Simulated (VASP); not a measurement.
Crystal: GdO.

```
Gd O
1.0
     0.00000    2.70000    2.70000
     2.70000    0.00000    2.70000
     2.70000    2.70000    0.00000
Gd O
1 1
Cartesian
  0.0000 0.0000 0.0000
  4.0500 4.0500 4.0500
```

Base run:

| Quantity | Value |
| --- | --- |
| Program | VASP 6.6.1 |
| Functional | PBE |
| Potentials or basis | VASP PAW PBE potentials, release 64 (Gd, O) |
| Cutoff | 520 eV |
| k mesh | 7 × 7 × 7 |
| Occupations | fermi-dirac, width 0.05 eV |
| Spin | collinear spin, ferromagnetic start |
| Starting moments | [14.0, 0.0] μB |
| Fixed moment | 14 μB |

Its results: pressure 54.6 GPa; site moments Gd +8.37; O +2.48 μB.

The run is repeated on the same cell with these changes: fixed moment from 14 μB to 3.5 μB; moments at the start from [14.0, 0.0] to [3.5, 0.0]. What comes out?

Pressure -1.8 GPa; site moments Gd +3.92; O -0.02 μB.

Caveats: the total moment is fixed, so each spin has its own Fermi level and the state may be an excited one; a cell with one magnetic atom can't hold antiferromagnetic order, which such compounds often take; the cell stands under pressure (at least some runs).
